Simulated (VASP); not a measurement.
# CrN2 (Pnnm) in VASP: settings compared, part 3 of 3

VASP 6.6.1. The steps go on from the part before.

### Step 5. Single point, PBEsol, collinear spin, ferromagnetic start

This run uses another cell than the first one, of 8.71 Å³/atom, 1.081 times its volume.

INCAR

```
PREC = Accurate
ENCUT = 520
EDIFF = 1E-7
ISMEAR = -1
SIGMA = 0.05
LREAL = False
LASPH = True
NELM = 150
ALGO = Normal
ISIF = 2
LWAVE = False
LCHARG = False
ISPIN = 2
MAGMOM = 0.75 0.75 0 0 0 0
LORBIT = 11
NUPDOWN = 1.5
LMAXMIX = 4
GGA = PS
NBANDS = 35
```

KPOINTS

```
regular mesh
0
Gamma
  6 5 8
```

POSCAR

```
CrN2
1.0
    3.9017860000      0.0000000000      0.0000000000
    0.0000000000      4.8095120000      0.0000000000
    0.0000000000      0.0000000000      2.7841700000
Cr N
2 4
Direct
    0.0000000000      0.0000000000      0.0000000000
    0.5000000000      0.5000000000      0.5000000000
    0.8661700000      0.5887750000      0.0000000000
    0.1338300000      0.4112250000      0.0000000000
    0.3661700000      0.9112250000      0.5000000000
    0.6338300000      0.0887750000      0.5000000000
```

Potentials or basis: VASP PAW PBE potentials, release 64 (Cr_pv, N).

Command:

```console
$ cat potpaw_PBE.64/Cr_pv/POTCAR potpaw_PBE.64/N/POTCAR > POTCAR
$ mpirun -np 1 vasp_std > vasp.out
```

OUTCAR:

```text
PREC = Accurate
   ENCUT = 520
   EDIFF = 1E-7
   ISMEAR = -1
   LREAL = False
   LASPH = True
   NELM = 150
   ISIF = 2
   ISPIN = 2
   LORBIT = 11
   NUPDOWN = 1.5
   GGA = PS

 ion  position               nearest neighbor table
   1  0.000  0.000  0.000-   5 2.04   6 2.04   5 2.04   6 2.04   3 2.05   4 2.05
   2  0.500  0.500  0.500-   3 2.04   4 2.04   3 2.04   4 2.04   5 2.05   6 2.05
   3  0.866  0.589  0.000-   4 1.35   2 2.04   2 2.04   1 2.05
   4  0.134  0.411  0.000-   3 1.35   2 2.04   2 2.04   1 2.05
   5  0.366  0.911  0.500-   6 1.35   1 2.04   1 2.04   2 2.05
   6  0.634  0.089  0.500-   5 1.35   1 2.04   1 2.04   2 2.05

  LATTYP: Found a simple orthorhombic cell.
 ALAT       =     2.7841700000
 B/A-ratio  =     1.4014180169
 C/A-ratio  =     1.7274491141

  Lattice vectors:

 A1 = (   0.0000000000,   0.0000000000,   2.7841700000)
 A2 = (   3.9017860000,   0.0000000000,   0.0000000000)
 A3 = (   0.0000000000,   4.8095120000,   0.0000000000)

Analysis of symmetry for initial positions (statically):
=====================================================================
 Subroutine PRICEL returns:
 Original cell was already a primitive cell.
[... 1994 lines left out ...]
  Total       -3.3962654     -5.3879476     -6.2001438      0.0000000      0.0000000      0.0000000
  in kB     -104.1482556   -165.2242297   -190.1306527      0.0000000      0.0000000      0.0000000
  external PRESSURE =    -153.1677127 kB  Pullay stress =       0.0000000 kB

 VOLUME and BASIS-vectors are now :
 -----------------------------------------------------------------------------
  energy-cutoff  :      520.00
  volume of cell :       52.25
      direct lattice vectors                 reciprocal lattice vectors
     3.901786000  0.000000000  0.000000000     0.256292887  0.000000000  0.000000000
     0.000000000  4.809512000  0.000000000     0.000000000  0.207921303  0.000000000
     0.000000000  0.000000000  2.784170000     0.000000000  0.000000000  0.359173470

 POSITION                                       TOTAL-FORCE (eV/Angst)
 -----------------------------------------------------------------------------------
      0.00000      0.00000      0.00000         0.000000      0.000000      0.000000
      1.95089      2.40476      1.39209         0.000000      0.000000      0.000000
      3.37961      2.83172      0.00000        -0.086687      0.012990      0.000000
      0.52218      1.97779      0.00000         0.086687     -0.012990      0.000000
      1.42872      4.38255      1.39209        -0.086687     -0.012990      0.000000
      2.47307      0.42696      1.39209         0.086687      0.012990      0.000000
 -----------------------------------------------------------------------------------
    total drift:                               -0.000000      0.000000      0.000000

  FREE ENERGIE OF THE ION-ELECTRON SYSTEM (eV)
  ---------------------------------------------------
  free  energy   TOTEN  =       -55.0023057199 eV

  energy  without entropy=      -54.9420997311  energy(sigma->0) =      -54.97220273

 total charge

# of ion       s       p       d       tot
------------------------------------------
    1        0.337   6.382   4.152  10.871
    2        0.337   6.382   4.152  10.871
    3        1.247   2.492   0.000   3.739
    4        1.247   2.492   0.000   3.739
    5        1.247   2.492   0.000   3.739
    6        1.247   2.492   0.000   3.739
--------------------------------------------------
tot          5.662  22.730   8.305  36.697

 magnetization (x)

# of ion       s       p       d       tot
------------------------------------------
    1       -0.003   0.002   0.830   0.829
    2       -0.003   0.002   0.830   0.829
    3       -0.001  -0.052   0.000  -0.054
    4       -0.001  -0.052   0.000  -0.054
    5       -0.001  -0.052   0.000  -0.054
    6       -0.001  -0.052   0.000  -0.054
--------------------------------------------------
tot         -0.012  -0.206   1.661   1.442
```

Wall time 2 min (1 thread of Intel Xeon 6975P-C (Granite Rapids), shared host); peak memory 0.28 GiB.

Results:

| Item | Value |
| --- | --- |
| Free energy | -55.0023 eV |
| Pressure | -15.3 GPa |
| Largest force | 0.088 eV/Å |
| Net moment | 1.50 μB per cell |
| Site moments | Cr +0.83; N -0.05 μB |
| Valence electrons inside the program's atomic spheres | Cr 10.87; N 3.74 |

Forces in eV/Å, atoms in the order of the input:
```
Cr   0.000  0.000  0.000
Cr   0.000  0.000  0.000
N   -0.087  0.013  0.000
N    0.087 -0.013  0.000
N   -0.087 -0.013  0.000
N    0.087  0.013  0.000
```

Stress tensor (GPa, compression positive):
```
-10.41   0.00   0.00
  0.00 -16.52   0.00
  0.00   0.00 -19.01
```

Caveat: the PAW data sets were made with another functional, which shifts forces and pressure a little; the total moment is fixed, so each spin has its own Fermi level; only a ferromagnetic start was run, and an antiferromagnetic order may lie lower in energy.

### Step 6. Single point, PBEsol, collinear spin, ferromagnetic start

This run uses another cell than the first one, of 8.71 Å³/atom, 1.081 times its volume.

INCAR

```
SYSTEM = CrN2
  PREC = Accurate
  ENCUT = 520
  EDIFF = 1E-6
  ISMEAR = -1
  SIGMA = 0.05
  LREAL = .False.
  LASPH = .True.
  NELM = 150
  ALGO = Normal
  ISIF = 2
  LWAVE = .False.
  LCHARG = .False.
  ISPIN = 2
  MAGMOM = 1.5 1.5 0 0 0 0
  LORBIT = 11
  NUPDOWN = 3.0
  LMAXMIX = 4
  GGA = PS
  NBANDS = 35
```

KPOINTS

```
regular mesh
0
Gamma
  6 5 8
  0 0 0
```

POSCAR is that of step 5.

Potentials or basis: VASP PAW PBE potentials, release 64 (Cr_pv, N).

Command:

```console
$ cat potpaw_PBE.64/Cr_pv/POTCAR potpaw_PBE.64/N/POTCAR > POTCAR
$ mpirun -np 1 vasp_std > vasp.out
```

Wall time 97 s (1 thread of Intel Xeon 6975P-C (Granite Rapids), shared host); peak memory 0.28 GiB.

It converged, with:

```
Free energy                                           : -55.5276 eV
Pressure                                              : -12.9 GPa
Largest force                                         : 0.102 eV/Å
Net moment                                            : 3.00 μB per cell
Site moments                                          : Cr +1.68; N -0.11 μB
Valence electrons inside the program's atomic spheres : Cr 10.87; N 3.74
```

Forces on the atoms (eV/Å):
```
Cr   0.000  0.000  0.000
Cr   0.000  0.000  0.000
N   -0.096  0.034  0.000
N    0.096 -0.034  0.000
N   -0.096 -0.034  0.000
N    0.096  0.034  0.000
```

Stress tensor (GPa, compression positive):
```
-10.42   0.00   0.00
  0.00 -14.96   0.00
  0.00   0.00 -13.22
```

Caveat: the PAW data sets were made with another functional, which shifts forces and pressure a little; the total moment is fixed, so each spin has its own Fermi level; only a ferromagnetic start was run, and an antiferromagnetic order may lie lower in energy.

### Step 7. Summary

| level | potentials or basis | spin | fixed moment (μB) | cell | k mesh | gap on the mesh (eV) | pressure (GPa) | moment (μB) | largest force (eV/Å) |
| --- | --- | --- | --- | --- | --- | --- | --- | --- | --- |
| PBEsol | VASP PAW PBE potentials, release 64 (Cr_pv, N) | collinear, ferromagnetic start | - | a = 3.828, b = 4.690, c = 2.693 Å, 6 atoms | 7 × 6 × 10 | none | 10.3 | 4.14 | 0.08 |
| LDA | VASP PAW LDA potentials, release 64 (Cr_pv, N) | collinear, ferromagnetic start | - | a = 3.839, b = 4.692, c = 2.701 Å, 6 atoms | 7 × 6 × 10 | none | 0.9 | 4.09 | 0.16 |
| PBEsol | VASP PAW PBE potentials, release 64 (Cr_pv, N) | collinear, zero start | 0.0 | a = 3.902, b = 4.810, c = 2.784 Å, 6 atoms | 6 × 5 × 8 | - | -17.5 | 0.00 | 0.10 |
| PBEsol | VASP PAW PBE potentials, release 64 (Cr_pv, N) | collinear, ferromagnetic start | 1.5 | a = 3.902, b = 4.810, c = 2.784 Å, 6 atoms | 6 × 5 × 8 | - | -15.3 | 1.50 | 0.09 |
| PBEsol | VASP PAW PBE potentials, release 64 (Cr_pv, N) | collinear, ferromagnetic start | 3.0 | a = 3.902, b = 4.810, c = 2.784 Å, 6 atoms | 6 × 5 × 8 | - | -12.9 | 3.00 | 0.10 |

Alike in all rows: task single point; cutoff (eV) 520; smearing fermi-dirac 0.05 eV.

Caveats: the PAW data sets were made with another functional, which shifts forces and pressure a little (some runs); the total moment is fixed, so each spin has its own Fermi level (some runs).

Total energies depend on the potentials used, so only differences within one code and one set of settings carry meaning.
